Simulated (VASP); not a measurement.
# Te2Pt (Moncheite) (P-3m1) in VASP: further runs, part 2 of 2

VASP 6.6.1. Earlier steps stand in the parts before.

## 4. Single point, RPBE

This run uses another cell than the first one, of 41.55 Å³/atom, 1.721 times its volume.

INCAR

```
SYSTEM = Te2Pt
ALGO     = Normal         ! electronic algorithm
EDIFF    = 1E-6           ! SCF threshold, eV
ENCUT    = 500            ! plane-wave cutoff, eV
GGA      = RP             ! functional
GGA_COMPAT= .FALSE.      
ISIF     = 2              ! what is computed and relaxed
ISMEAR   = -1             ! smearing method
LASPH    = .TRUE.         ! aspherical terms in the spheres
LCHARG   = .TRUE.         ! write CHGCAR
LELF     = .TRUE.         ! ELF
LREAL    = .FALSE.        ! projectors in reciprocal space
LVHAR    = .TRUE.       
LWAVE    = .FALSE.        ! write WAVECAR
NBANDS   = 18             ! bands
NELM     = 120            ! most SCF steps
PREC     = Accurate       ! precision mode
SIGMA    = 0.05           ! smearing width, eV
```

KPOINTS

```
k-points
0
G
  8 8 5
  0 0 0
```

POSCAR

```
Te2Pt
1.0
    4.0563683298      0.0000000000      0.0000000000
   -2.0281841649      3.5129180207      0.0000000000
    0.0000000000      0.0000000000      8.7484083816
Pt Te
1 2
Direct
    0.0000000000      0.0000000000      0.0000000000
    0.6666666667      0.3333333333      0.8408169206
    0.3333333333      0.6666666667      0.1591830794
```

Potentials or basis: VASP PAW PBE potentials, release 64 (Pt, Te).

Launch:

```bash
$ cat potpaw_PBE.64/Pt/POTCAR potpaw_PBE.64/Te/POTCAR > POTCAR
$ mpirun -np 1 vasp_std > vasp.out
```

OUTCAR:

```text
SYSTEM = Te2Pt
   EDIFF = 1E-6
   ENCUT = 500
   GGA = RP
   ISIF = 2
   ISMEAR = -1
   LASPH = .TRUE.
   LREAL = .FALSE.
   NELM = 120
   PREC = Accurate

 ion  position               nearest neighbor table
   1  0.000  0.000  0.000-   2 2.72   3 2.72   3 2.72   2 2.72   2 2.72   3 2.72
   2  0.667  0.333  0.841-   1 2.72   1 2.72   1 2.72   3 3.64   3 3.64   3 3.64
   3  0.333  0.667  0.159-   1 2.72   1 2.72   1 2.72   2 3.64   2 3.64   2 3.64

  LATTYP: Found a hexagonal cell.
 ALAT       =     4.0563683298
 C/A-ratio  =     2.1567095664

  Lattice vectors:

 A1 = (   4.0563683298,   0.0000000000,   0.0000000000)
 A2 = (  -2.0281841649,   3.5129180207,   0.0000000000)
 A3 = (   0.0000000000,   0.0000000000,   8.7484083816)

Analysis of symmetry for initial positions (statically):
=====================================================================
 Subroutine PRICEL returns:
 Original cell was already a primitive cell.

 Routine SETGRP: Setting up the symmetry group for a
 hexagonal supercell.

 Subroutine GETGRP returns: Found 12 space group operations
 (whereof 12 operations were pure point group operations)
[... 165 lines left out ...]

 E-fermi :   3.2647     XC(G=0):  -7.2445

 val. band max:        2.8917279801   @ k =   0.0000   0.0000   0.0000
 cond. band min:       3.6426216842   @ k =   0.0000   0.2500   0.4000
 fundamental gap:      0.7508937041
 Fermi energy:         3.2646568491

 k-point     1 :       0.0000    0.0000    0.0000
  band No.  band energies     occupation
      1      -9.6944      2.00000
      2      -7.7950      2.00000
      3      -1.9776      2.00000
      4      -1.9776      2.00000
      5      -1.9773      2.00000
      6      -0.2643      2.00000
[... 481 lines left out ...]
      5      -1.4984      2.00000
      6      -0.7842      2.00000
[... 10 lines left out ...]
     17      10.3089      0.00000
     18      10.4822      0.00000

 [... further k-points ...]

------------------------ aborting loop because EDIFF is reached ----------------------------------------

  FORCE on cell =-STRESS in cart. coord.  units (eV):
  Direction    XX          YY          ZZ          XY          YZ          ZX
  --------------------------------------------------------------------------------------
  -------------------------------------------------------------------------------------
  Total       -0.1366690     -0.1366690     -0.1081174      0.0000000      0.0000000      0.0000000
  in kB       -1.7564917     -1.7564917     -1.3895425      0.0000000      0.0000000      0.0000000
  external PRESSURE =      -1.6341753 kB  Pullay stress =       0.0000000 kB

 VOLUME and BASIS-vectors are now :
 -----------------------------------------------------------------------------
  energy-cutoff  :      500.00
  volume of cell :      124.66
      direct lattice vectors                 reciprocal lattice vectors
     4.056368330  0.000000000  0.000000000     0.246525936  0.142331816  0.000000000
    -2.028184165  3.512918021  0.000000000     0.000000000  0.284663631  0.000000000
     0.000000000  0.000000000  8.748408382     0.000000000  0.000000000  0.114306507

 POSITION                                       TOTAL-FORCE (eV/Angst)
 -----------------------------------------------------------------------------------
      0.00000      0.00000      0.00000         0.000000      0.000000      0.000000
      2.02818      1.17097      7.35581        -0.000000      0.000000      0.035134
     -0.00000      2.34195      1.39260         0.000000     -0.000000     -0.035134
 -----------------------------------------------------------------------------------
    total drift:                                0.000000     -0.000000      0.000000

  FREE ENERGIE OF THE ION-ELECTRON SYSTEM (eV)
  ---------------------------------------------------
  free  energy   TOTEN  =       -12.2995662930 eV

  energy  without entropy=      -12.2995184022  energy(sigma->0) =      -12.29954235
```

stdout:

```text
POSCAR found type information on POSCAR PtTe
 POSCAR found :  2 types and       3 ions
 scaLAPACK will be used
 -----------------------------------------------------------------------------
|                                                                             |
|                                                                             |
|     You enforced a specific xc type in the INCAR file but a different       |
|     I HOPE YOU KNOW WHAT YOU ARE DOING!                                     |
|                                                                             |
 -----------------------------------------------------------------------------

 LDA part: xc-table for (Slater+PW92), standard interpolation
 POSCAR, INCAR and KPOINTS ok, starting setup
 FFT: planning ... GRIDC
 FFT: planning ... GRID_SOFT
 FFT: planning ... GRID
 WAVECAR not read
 entering main loop
```

It took 43 s on 1 thread of Intel Xeon 6975P-C (Granite Rapids), shared host; peak memory 0.27 GiB.

Results:

* Free energy: -12.2996 eV
* Pressure: -0.2 GPa
* Largest force: 0.035 eV/Å
* Band gap on the k mesh: 0.75 eV, indirect (least direct gap 1.10 eV)

Forces in eV/Å, atoms in the order of the input:
```
Pt   0.000  0.000  0.000
Te   0.000  0.000  0.035
Te   0.000  0.000 -0.035
```

Caveat: the PAW data sets were made with another functional, which shifts forces and pressure a little; spin-orbit coupling is left out, which moves the levels of the heavy elements. A k mesh can miss the band edges.

## 5. Relaxation of cell and atoms, revPBE

INCAR

```
PREC = Accurate
ENCUT = 500
EDIFF = 1E-7
ISMEAR = -1
SIGMA = 0.05
LREAL = False
LASPH = True
NELM = 120
ALGO = Normal
ISIF = 3
LWAVE = False
LCHARG = False
GGA = RE
IBRION = 2
NSW = 60
EDIFFG = -0.01
GGA_COMPAT = False
NELMIN = 4
```

KPOINTS

```
Automatic mesh
0
Gamma
  8 8 5
```

POSCAR

```
Te2Pt
1.0
    4.0100000000      0.0000000000      0.0000000000
   -2.0050000000      3.4727618692      0.0000000000
    0.0000000000      0.0000000000      5.2010000000
Pt Te
1 2
Direct
    0.0000000000      0.0000000000      0.0000000000
    0.6666666667      0.3333333333      0.7500000000
    0.3333333333      0.6666666667      0.2500000000
```

Launch:

```bash
$ cat potpaw_PBE.64/Pt/POTCAR potpaw_PBE.64/Te/POTCAR > POTCAR
$ mpirun -np 1 vasp_std > vasp.out
```

Run time: 4.3 min. Hardware: 1 thread of Intel Xeon 6975P-C (Granite Rapids), shared host; peak memory 0.21 GiB.

Results (log left out):

* Free energy: -12.4045 eV
* Relaxed volume: 27.02 Å³/atom
* Relaxed cell: a = 4.097 Å, b = 4.097 Å, c = 5.575 Å, α = 90.00°, β = 90.00°, γ = 120.00°
* Space group after relaxing (to 0.05 Å): P-3m1 (No. 164)
* Energy gained by relaxing: 67.1 meV/atom
* Ionic steps: 19
* Pressure after relaxing: 0.0 GPa
* Largest force after relaxing: 0.006 eV/Å
* Band gap on the k mesh: zero (band 11 reaches 8.43 eV, above the bottom of band 12 at 7.34 eV)

Forces in eV/Å, atoms in the order of the input:
```
Pt   0.000  0.000  0.000
Te   0.000  0.000 -0.006
Te   0.000  0.000  0.006
```

Step by step:
```
step  energy change (eV)  largest force (eV/Å)  pressure (GPa)  volume (Å³)
   1              0.0000                1.0330            9.87        72.43
   2              0.1863                1.0614           -8.69        89.15
   3             -0.1903                0.0699           -0.22        78.67
   4             -0.1906                0.0414            0.03        78.47
   5             -0.1905                0.0241            0.19        78.34
   6             -0.1932                0.0444            0.18        78.52
   7             -0.1967                0.1093            0.18        79.04
   8             -0.1986                0.1053           -0.11        79.63
   9             -0.1996                0.1019           -0.44        80.36
  10             -0.2005                0.0613           -0.23        80.37
  11             -0.2010                0.0152            0.00        80.38
  12             -0.2005                0.0791            0.47        80.40
  13             -0.2011                0.0087            0.12        80.39
  14             -0.2011                0.0096            0.10        80.48
  15             -0.2013                0.0138            0.05        80.74
  16             -0.2013                0.0215           -0.06        81.28
  17             -0.2013                0.0181           -0.02        81.02
  18             -0.2014                0.0121            0.01        81.04
  19             -0.2014                0.0055            0.02        81.06
```

Final structure:
```xyz
3
Lattice="4.0975 0.0000 0.0000 -2.0487 3.5485 0.0000 0.0000 0.0000 5.5751" Properties=species:S:1:pos:R:3 pbc="T T T"
Pt   -2.0487    3.5485    0.0000
Te    2.0487    1.1828    4.2085
Te    0.0000    2.3657    1.3666
```

Levels at points of the mesh, in eV from the Fermi level:
| k point | band 8 | band 9 | band 10 | band 11 | band 12 | band 13 | band 14 | band 15 |
| --- | --- | --- | --- | --- | --- | --- | --- | --- |
| (0.00, 0.00, 0.00) | -2.58 | -0.54 | -0.54 | 0.96 | 1.19 | 1.19 | 3.12 | 3.83 |
| (0.50, 0.00, 0.00) | -3.27 | -3.14 | -3.03 | -2.80 | 0.25 | 2.10 | 3.48 | 5.05 |

Caveat: the PAW data sets were made with another functional, which shifts forces and pressure a little; spin-orbit coupling is left out, which moves the levels of the heavy elements; the volume moved by +12 % from the deposited cell, more than functionals usually miss.

## 6. The runs side by side

| task | level | cell | gap on the mesh (eV) | pressure (GPa) | largest force (eV/Å) |
| --- | --- | --- | --- | --- | --- |
| single point | BLYP | a = 4.010, b = 4.010, c = 5.201 Å, angles 90.0, 90.0, 120.0°, 3 atoms | none | 16.1 | 1.46 |
| single point | revPBE | a = 4.101, b = 4.101, c = 5.580 Å, angles 90.0, 90.0, 120.0°, 3 atoms | none | -0.2 | 0.02 |
| single point | RPBE | a = 4.056, b = 4.056, c = 8.748 Å, angles 90.0, 90.0, 120.0°, 3 atoms | 0.75 | -0.2 | 0.04 |
| relaxation of cell and atoms | revPBE | relaxed from a = 4.010, b = 4.010, c = 5.201 Å, angles 90.0, 90.0, 120.0°, 3 atoms | none | 0.0 | 0.01 |

Alike in all rows: potentials or basis VASP PAW PBE potentials, release 64 (Pt, Te); no spin polarisation; k mesh 8 × 8 × 5; cutoff (eV) 500; smearing fermi-dirac 0.05 eV.

Caveats: the PAW data sets were made with another functional, which shifts forces and pressure a little; spin-orbit coupling is left out, which moves the levels of the heavy elements; the volume moved by +12 % from the deposited cell, more than functionals usually miss (some runs).

Absolute energies hang on the potentials; compare differences alone.
